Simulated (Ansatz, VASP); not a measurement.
GaP in VASP and in Ansatz

```
Ga P
1.0
     0.00000    2.70842    2.70842
     2.70842    0.00000    2.70842
     2.70842    2.70842    0.00000
Ga P
1 1
Cartesian
  0.0000 0.0000 0.0000
  4.0626 4.0626 4.0626
```

Alike in both runs: task single point; functional PBEsol; dispersion D3(BJ); k mesh 8 × 8 × 8; occupations gaussian, width 0.05 eV; no spin polarisation.

|  | VASP | Ansatz |
| --- | --- | --- |
| version | VASP 6.6.1 | Ansatz 0.2.0 |
| potentials or method | VASP PAW PBE potentials, release 64 (Ga_d, P), cutoff 520 eV | scalar-relativistic, plane waves, PAW |
| valence electrons in the cell | 18 | 18 |

|  | VASP | Ansatz | Ansatz less VASP |
| --- | --- | --- | --- |
| gap on the k mesh at the Fermi level (eV) | 1.48 | 1.47 | -0.003 |
| least direct gap on the mesh (eV) | 1.90 | 1.90 | -0.007 |
| pressure (GPa) | -1.3 | -1.2 | +0.09 |

VASP's potentials were made for PBE, not for PBEsol.
